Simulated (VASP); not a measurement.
B3As, 8 atoms in the cell. Symmetry: Pm-3n, No. 223, cubic system. The conventional cell has a = 4.797 Å, b = 4.797 Å, c = 4.797 Å, α = 90.00°, β = 90.00°, γ = 90.00°. B (site symmetry -4m2) has 10 B at 2.40 to 2.94 Å and 4 As at 2.68 Å within 3.2 Å. Within 3.5 Å of As (site symmetry m-3) lie 12 B at 2.68 Å. 

```yaml
Program: VASP 6.6.1
Task: relaxation of cell and atoms
Functional: PBE
Potentials_or_basis: VASP PAW PBE potentials, release 64 (B, As)
Cutoff: 600 eV
k_mesh: 4 × 4 × 4
Occupations: gaussian, width 0.1 eV
Spin: no spin polarisation
Dipole_correction: no
Further_INCAR_settings: ALGO = Normal; EDIFF = 1e-06; IBRION = 2; EDIFFG = -0.04; NSW = 90; ISIF = 3
```

Potentials or basis: VASP PAW PBE potentials, release 64 (B, As).

Command:

```bash
$ cat potpaw_PBE.64/B/POTCAR potpaw_PBE.64/As/POTCAR > POTCAR
$ mpirun -np 1 vasp_std > vasp.out
```

Hardware: 1 thread of Intel(R) Xeon(R) 6975P-C (Granite Rapids) (shared host).

**Question.** Estimate the wall time of this run.

**Answer.** Wall time 34 s on 1 thread of Intel(R) Xeon(R) 6975P-C (Granite Rapids), on a shared host, peak memory 0.25 GiB. Counts: scf iterations 31, k points 10, ion steps 3.
